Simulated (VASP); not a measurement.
# Ta2N (P1) in VASP: single point with PBEsol

Aim: the single point of Ta2N with PBEsol.

Everything below comes from runs of VASP 6.6.1. Logs are shortened: lines on timing, memory, paths and dates and some standing lists are left out, and cuts for length are marked.

### 1 The cell of the first run

The typed cell holds 3 atoms: a = 3.079 Å, b = 3.079 Å, c = 4.823 Å, α = 90.00°, β = 90.00°, γ = 120.00°.

### 2 Single point, PBEsol (atom 1 (Ta) moved by (-0.100, -0.200) A along [1 1 0] and z)

The input, INCAR:

```
SYSTEM = Ta2N
PREC = Accurate
ENCUT = 520
EDIFF = 1E-6
ISMEAR = 0
SIGMA = 0.15
LREAL = .FALSE.
LASPH = .TRUE.
NELM = 100
ALGO = Normal
ISIF = 2
LWAVE = .FALSE.
LCHARG = .FALSE.
GGA = PS
NBANDS = 20
```

The input, KPOINTS:

```
regular mesh
0
G
  18 18 10
  0 0 0
```

The input, POSCAR:

```
Ta2N
1.0
    3.0786153869      0.0000000000      0.0000000000
   -1.5393076935      2.6661591336      0.0000000000
    0.0000000000      0.0000000000      4.8232571780
Ta N
2 1
Direct
    0.6304375529      0.3068117813      0.7047896932
    0.3333333333      0.6666666667      0.2537445519
    0.0000000000      0.0000000000      0.0000000000
```

Potentials or basis: VASP PAW PBE potentials, release 64 (Ta_pv, N).

On the command line:

```bash
$ cat potpaw_PBE.64/Ta_pv/POTCAR potpaw_PBE.64/N/POTCAR > POTCAR
$ mpirun -np 1 vasp_std > vasp.out
```

OUTCAR:

```text
SYSTEM = Ta2N
   PREC = Accurate
   ENCUT = 520
   EDIFF = 1E-6
   ISMEAR = 0
   LREAL = .FALSE.
   LASPH = .TRUE.
   NELM = 100
   ISIF = 2
   GGA = PS

 ion  position               nearest neighbor table
   1  0.630  0.307  0.705-   3 2.20   3 2.30   3 2.33   2 2.77   2 2.79   2 2.87   2 3.15   2 3.18
                             2 3.24
   2  0.333  0.667  0.254-   3 2.16   3 2.16   3 2.16   1 2.77   1 2.79   1 2.87   1 3.15   1 3.18
                             1 3.24
   3  0.000  0.000  0.000-   2 2.16   2 2.16   2 2.16   1 2.20   1 2.30   1 2.33

  LATTYP: Found a hexagonal cell.
 ALAT       =     3.0786153869
 C/A-ratio  =     1.5666968984

  Lattice vectors:

 A1 = (   3.0786153869,   0.0000000000,   0.0000000000)
 A2 = (  -1.5393076935,   2.6661591336,   0.0000000000)
 A3 = (   0.0000000000,   0.0000000000,   4.8232571780)

Analysis of symmetry for initial positions (statically):
=====================================================================
 Subroutine PRICEL returns:
 Original cell was already a primitive cell.

 Routine SETGRP: Setting up the symmetry group for a
 hexagonal supercell.

 Subroutine GETGRP returns: Found  1 space group operations
 (whereof  1 operations were pure point group operations)
 out of a pool of 24 trial point group operations.

The static configuration has the point symmetry C_1 .

Analysis of symmetry for dynamics (positions and initial velocities):
=====================================================================
 Subroutine PRICEL returns:
 Original cell was already a primitive cell.

 Routine SETGRP: Setting up the symmetry group for a
 hexagonal supercell.

 Subroutine GETGRP returns: Found  1 space group operations
 (whereof  1 operations were pure point group operations)
 out of a pool of 24 trial point group operations.

The dynamic configuration has the point symmetry C_1 .

 Subroutine INISYM returns: Found  1 space group operations
 (whereof  1 operations are pure point group operations),
 and found     1 'primitive' translations

----------------------------------------------------------------------------------------

                                     Primitive cell

  volume of cell :      39.5897

  direct lattice vectors                    reciprocal lattice vectors
     3.078615387  0.000000000  0.000000000     0.324821348  0.187535693  0.000000000
    -1.539307694  2.666159134  0.000000000     0.000000000  0.375071385  0.000000000
     0.000000000  0.000000000  4.823257178     0.000000000  0.000000000  0.207328775

  length of vectors
     3.078615387  3.078615387  4.823257178     0.375071385  0.375071385  0.207328775

  position of ions in fractional coordinates (direct lattice)
     0.630437553  0.306811781  0.704789693
     0.333333333  0.666666667  0.253744552
     0.000000000  0.000000000  0.000000000

  ion indices of the primitive-cell ions
   primitive index   ion index
                 1           1
                 2           2
                 3           3

----------------------------------------------------------------------------------------

 KPOINTS: regular mesh

Automatic generation of k-mesh.
 Grid dimensions read from file:
 generate k-points for:   18   18   10

 Generating k-lattice:

  Cartesian coordinates                     Fractional coordinates (reciprocal lattice)
     0.018045630  0.010418650  0.000000000     0.055555556  0.000000000  0.000000000
     0.000000000  0.020837299  0.000000000     0.000000000  0.055555556  0.000000000
     0.000000000  0.000000000  0.020732877     0.000000000  0.000000000  0.100000000

  Length of vectors
     0.020837299  0.020837299  0.020732877

  Shift w.r.t. Gamma in fractional coordinates (k-lattice)
     0.000000000  0.000000000  0.000000000

 Subroutine IBZKPT returns following result:
 ===========================================

 Found   1624 irreducible k-points:

 Following reciprocal coordinates:
            Coordinates               Weight
  0.000000  0.000000  0.000000      1.000000
  0.055556  0.000000  0.000000      2.000000
  0.000000  0.055556  0.000000      2.000000
 -0.055556  0.055556  0.000000      2.000000
  0.111111  0.000000  0.000000      2.000000
  0.000000  0.111111  0.000000      2.000000
[... 16 lines left out ...]
  0.444444  0.000000  0.000000      2.000000
  0.000000  0.444444  0.000000      2.000000
 [... further k-points ...]
   k-points           NKPTS =   1624   k-points in BZ     NKDIM =   1624   number of bands    NBANDS=     20
   number of dos      NEDOS =    301   number of ions     NIONS =      3
   total plane-waves  NPLWV =  20736
   dimension x,y,z NGX =    24 NGY =   24 NGZ =   36
   dimension x,y,z NGXF=    48 NGYF=   48 NGZF=   72
   ions per type =               2   1
   NGX,Y,Z   is equivalent  to a cutoff of  12.96, 12.96, 12.41 a.u.
   NGXF,Y,Z  is equivalent  to a cutoff of  25.92, 25.92, 24.82 a.u.
 SYSTEM =  Ta2N
   PREC   = accura    normal or accurate (medium, high low for compatibility)
   ISTART =      0    job   : 0-new  1-cont  2-samecut
   ICHARG =      2    charge: 1-file 2-atom 10-const
   ISPIN  =      1    spin polarized calculation?
   LNONCOLLINEAR =      F non collinear calculations
   LSORBIT =      F    spin-orbit coupling
   LASPH  =      T    aspherical Exc in radial PAW
   ENCUT  =  520.0 eV  38.22 Ry    6.18 a.u.   5.72  5.72  8.97*2*pi/ulx,y,z
   NELM   =    100;   NELMIN=  2; NELMDL= -5     # of ELM steps
   EDIFF  = 0.1E-05   stopping-criterion for ELM
   LREAL  =      F    real-space projection
   EDIFFG = 0.1E-04   stopping-criterion for IOM
   NSW    =      0    number of steps for IOM
   IBRION =     -1    ionic relax: 0-MD 1-quasi-New 2-CG
   NFREE  =      0    steps in history (QN), initial steepest desc. (CG)
   ISIF   =      2    stress and relaxation
   ISYM   =      2    0-nonsym 1-usesym 2-fastsym
   POTIM  = 0.5000    time-step for ionic-motion
   TEBEG  =    0.0;   TEEND  =   0.0 temperature during run
   PSTRESS=    0.0 pullay stress
   NELECT =      27.0000    total number of electrons
   NUPDOWN=      -1.0000    fix difference up-down
   EMIN   =  10.00;   EMAX   =-10.00  energy-range for DOS
   EFERMI =   0.00;   METHOD = LEGACY
   ISMEAR =     0;   SIGMA  =   0.15  broadening in eV -4-tet -1-fermi 0-gaus
   EFERMI_NEDOS =   21; number of points for ismear=-14 and -15
   IALGO  =     38    algorithm
   IMIX   =      4    mixing-type and parameters
     AMIX     =   0.40;   BMIX     =  1.00
     AMIX_MAG =   1.60;   BMIX_MAG =  1.00
  volume/ion in A,a.u.               =      13.20        89.05
  Fermi-wavevector in a.u.,A,eV,Ry     =   1.441016  2.723125 28.252863  2.076527
  Thomas-Fermi vector in A             =   2.559695
   LORBIT       =      0    0 simple, 1 ext, 2 COOP (PROOUT), +10 PAW based schemes
   GGA     = PS    functional components
   LHFCALC =     F    Hartree Fock is set to
   AEXX    =    0.0000 exact exchange contribution
   IVDW    =     0    specifies the selected vdW correction
   LEPSILON=     F    determine dielectric tensor
   LRPA    =     F    only Hartree local field effects (RPA)
 non-spin polarized calculation
 Gauss-broadening in eV      SIGMA  =   0.15
  energy-cutoff  :      520.00
  volume of cell :       39.59
 maximum number of plane-waves:      1086
   NGX = 11   NGY = 11   NGZ = 17

 number of electron      26.9999999 magnetization

 Free energy of the ion-electron system (eV)
  ---------------------------------------------------
  ext. energy  EPLUGINS =         0.00000000
  ---------------------------------------------------
  free energy    TOTEN  =       -36.14007568 eV

  energy without entropy =      -36.12505851  energy(sigma->0) =      -36.13256709

 E-fermi :   7.5722     XC(G=0): -13.1543

 val. band max:        7.5699828222   @ k =  -0.1667  -0.0556   0.2000
 cond. band min:       7.5731225011   @ k =  -0.1667   0.0556  -0.2000
 fundamental gap:      0.0031396788
 Fermi energy:         7.5722343821

 k-point     1 :       0.0000    0.0000    0.0000
  band No.  band energies     occupation
      1     -28.0418      2.00000
      2     -27.2236      2.00000
      3     -27.1729      2.00000
      4     -27.0375      2.00000
      5     -26.9936      2.00000
      6     -26.9014      2.00000
[... 12 lines left out ...]
     19       8.5431      0.00000
     20      13.0992      0.00000

 k-point     2 :       0.0556    0.0000    0.0000
  band No.  band energies     occupation
      1     -28.0322      2.00000
      2     -27.2306      2.00000
      3     -27.1973      2.00000
      4     -27.0567      2.00000
      5     -26.9960      2.00000
      6     -26.9019      2.00000
[... 12 lines left out ...]
     19       8.8735      0.00000
     20      13.0584      0.00000

 k-point     3 :       0.0000    0.0556    0.0000
  band No.  band energies     occupation
      1     -28.0311      2.00000
      2     -27.2449      2.00000
      3     -27.1832      2.00000
      4     -27.0436      2.00000
      5     -27.0099      2.00000
      6     -26.9022      2.00000
[... 12 lines left out ...]
     19       8.9598      0.00000
     20      12.9769      0.00000

 k-point     4 :      -0.0556    0.0556    0.0000
  band No.  band energies     occupation
      1     -28.0313      2.00000
      2     -27.2421      2.00000
      3     -27.1857      2.00000
      4     -27.0481      2.00000
      5     -27.0054      2.00000
      6     -26.9021      2.00000
[... 429 lines left out ...]
 k-point    23 :       0.4444    0.0000    0.0000
  band No.  band energies     occupation
      1     -27.8801      2.00000
      2     -27.7676      2.00000
      3     -27.4845      2.00000
      4     -27.4211      2.00000
      5     -27.0868      2.00000
      6     -27.0682      2.00000
[... 12 lines left out ...]
     19      12.1094      0.00000
     20      12.4617      0.00000

 k-point    24 :       0.0000    0.4444    0.0000
  band No.  band energies     occupation
      1     -27.8847      2.00000
      2     -27.7394      2.00000
      3     -27.4205      2.00000
      4     -27.3953      2.00000
      5     -27.1825      2.00000
      6     -27.0917      2.00000
[... 12 lines left out ...]
     19      12.1397      0.00000
     20      12.4222      0.00000

 [... further k-points ...]

------------------------ aborting loop because EDIFF is reached ----------------------------------------

  FORCE on cell =-STRESS in cart. coord.  units (eV):
  Direction    XX          YY          ZZ          XY          YZ          ZX
  --------------------------------------------------------------------------------------
  -------------------------------------------------------------------------------------
  Total       -0.5644517     -0.2267662      1.0570851     -0.1192424     -0.0499334     -0.1362824
  in kB      -22.8431203     -9.1771319     42.7797861     -4.8256909     -2.0207844     -5.5152907
  external PRESSURE =       3.5865113 kB  Pullay stress =       0.0000000 kB

 VOLUME and BASIS-vectors are now :
 -----------------------------------------------------------------------------
  energy-cutoff  :      520.00
  volume of cell :       39.59
      direct lattice vectors                 reciprocal lattice vectors
     3.078615387  0.000000000  0.000000000     0.324821348  0.187535693  0.000000000
    -1.539307694  2.666159134  0.000000000     0.000000000  0.375071385  0.000000000
     0.000000000  0.000000000  4.823257178     0.000000000  0.000000000  0.207328775

 POSITION                                       TOTAL-FORCE (eV/Angst)
 -----------------------------------------------------------------------------------
      1.46860      0.81801      3.39938         0.294871      0.274197      3.366107
     -0.00000      1.77744      1.22388         0.025892      0.004529     -2.038800
      0.00000      0.00000      0.00000        -0.320762     -0.278726     -1.327307
 -----------------------------------------------------------------------------------
    total drift:                               -0.000052      0.000022      0.000043

  FREE ENERGIE OF THE ION-ELECTRON SYSTEM (eV)
  ---------------------------------------------------
  free  energy   TOTEN  =       -36.1400756777 eV

  energy  without entropy=      -36.1250585053  energy(sigma->0) =      -36.13256709
```

Run time: 6.1 min. Hardware: 1 thread of Intel Xeon 6975P-C (Granite Rapids), shared host; peak memory 1.1 GiB.

Results:

* Free energy: -36.1401 eV
* Pressure: 0.4 GPa
* Largest force: 3.390 eV/Å
* Band gap on the k mesh: zero (an odd number of electrons rules out a gap without spin polarisation)

Forces in eV/Å, atoms in the order of the input:
```
Ta   0.295  0.274  3.366
Ta   0.026  0.005 -2.039
N   -0.321 -0.279 -1.327
```

Caveat: the cell differs from its parent crystal (atom 1 (Ta) moved by (-0.100, -0.200) A along [1 1 0] and z); the stress differs along the axes, from -2 to 4 GPa; the PAW data sets were made with another functional, which shifts forces and pressure a little; spin-orbit coupling is left out, which moves the levels of the heavy elements.
